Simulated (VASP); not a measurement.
A run of VASP 6.6.1 is set up as follows.

INCAR

```
SYSTEM = O
PREC = Accurate
ENCUT = 520
EDIFF = 1E-7
ISMEAR = 0
SIGMA = 0.05
LREAL = .FALSE.
LASPH = .TRUE.
NELM = 150
ALGO = Normal
ISIF = 2
LWAVE = .FALSE.
LCHARG = .FALSE.
ISPIN = 2
MAGMOM = 1 1
LORBIT = 11
GGA = PS
NBANDS = 17
```

KPOINTS

```
regular mesh
0
G
  1 1 1
  0 0 0
```

The input POSCAR:

```
O
1.0
    9.0000000000      0.0000000000      0.0000000000
    0.0000000000      9.5000000000      0.0000000000
    0.0000000000      0.0000000000     10.0000000000
O
2
Direct
    0.5000000000      0.5000000000      0.4395141324
    0.5000000000      0.5000000000      0.5604858676
```

Potentials or basis: VASP PAW PBE potentials, release 64 (O).

Run with:

```bash
$ cat potpaw_PBE.64/O/POTCAR > POTCAR
$ mpirun -np 1 vasp_gam > vasp.out
```

Task: What does it give for the largest force?

Result: 1.406 eV/Å.

Task: Predict the net moment.

Result: 2.00 μB per cell.

Task: Estimate the site moments.

Result: O +0.81 μB.

Task: Estimate the gap between the frontier levels.

Result: 2.26 eV.

Forces in eV/Å, atoms in the order of the input:
```
O    0.000  0.000 -1.406
O    0.000  0.000  1.406
```

Caveat: the standard files for N, O and F lose accuracy on very short bonds; the PAW data sets were made with another functional, which shifts forces and pressure a little.
